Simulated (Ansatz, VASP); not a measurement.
## Two plane-wave programs on AlCu

```
CELL_PARAMETERS angstrom
2.99751 0.04496 0.00000
0.04496 2.99751 0.00000
0.00000 0.00000 2.99751
ATOMIC_POSITIONS crystal
Al 0.00000 0.00000 0.00000
Cu 0.50000 0.50000 0.50000
```

Change from the starting cell: strain +0.0300 x Voigt [0, 0, 0, 0, 0, 1], atoms carried along.

Alike in both runs: task single point; functional PBEsol; k mesh 16 × 16 × 16; occupations gaussian, width 0.15 eV; no spin polarisation.

|  | VASP | Ansatz |
| --- | --- | --- |
| version | VASP 6.6.1 | Ansatz 0.2.0 |
| potentials or method | VASP PAW PBE potentials, release 64 (Al, Cu), cutoff 520 eV | scalar-relativistic, plane waves, PAW |
| valence electrons in the cell | 14 | 22 |

|  | VASP | Ansatz | Ansatz less VASP |
| --- | --- | --- | --- |
| gap on the k mesh at the Fermi level (eV) | none | none | - |
| pressure (GPa) | -4.4 | -4.7 | -0.35 |
| traceless stress, the component that is largest in VASP (GPa) | -1.00 | -1.00 | +0.003 |

VASP's potentials were made for PBE, not for PBEsol. A gap of «none» marks a metal or a gap that the smearing closes. VASP's potentials hold 14 valence electrons a cell and Ansatz's 22, so a difference there can come from the potentials and not from the codes.
